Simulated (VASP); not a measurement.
**Cd: single point with r2SCAN**

The system is Cd.

```
CELL_PARAMETERS angstrom
3.13949 0.00000 0.00000
-1.56975 2.71888 0.00000
0.00000 0.00000 5.58833
ATOMIC_POSITIONS crystal
Cd 0.33333 0.66667 0.25000
Cd 0.66667 0.33333 0.75000
```

This cell differs from its parent crystal: biaxial strain in the a-b plane: +6.0 %.

```json
{"Program": "VASP 6.6.1", "Task": "single point", "Functional": "r2SCAN", "Potentials or basis": "VASP PAW PBE potentials, release 64 (Cd)", "Cutoff": "520 eV", "k mesh": "24 × 24 × 10", "Occupations": "gaussian, width 0.1 eV", "Spin": "no spin polarisation", "Dipole correction": "no", "Further INCAR settings": "ALGO = Normal; EDIFF = 1e-06; NBANDS = 19"}
```

```json
{"Pressure": "-4.0 GPa", "Band gap on the k mesh": "zero (bands 12 and 13 overlap by 3.63 eV)"}
```

Stress tensor (GPa, compression positive):
```
-4.67  0.00  0.00
 0.00 -4.67  0.00
 0.00  0.00 -2.57
```

Levels at points of the mesh, in eV from the Fermi level:
```tsv
k point	band 8	band 9	band 10	band 11	band 12	band 13	band 14	band 15	band 16	band 17
(0.00, 0.00, 0.00)	-9.13	-8.86	-8.86	-8.58	-2.63	-2.48	11.92	13.56	13.56	14.11
(0.50, 0.00, 0.00)	-8.85	-8.68	-8.65	-2.35	-2.19	2.19	3.06	3.08	5.32	7.67
(0.00, 0.00, 0.50)	-8.96	-8.96	-8.96	-7.05	-7.05	4.51	4.51	14.42	14.42	14.60
(0.50, 0.00, 0.50)	-8.84	-8.67	-8.67	-1.47	-1.47	-0.26	-0.26	8.61	8.61	9.36
```

Wall time 14 min on 1 thread of Intel Xeon 8259CL (shared host), peak memory 0.38 GiB.

Caveat: the cell differs from its parent crystal (biaxial strain in the a-b plane: +6.0 %); the cell stands under tension; the PAW data sets were made with another functional, which shifts forces and pressure a little.
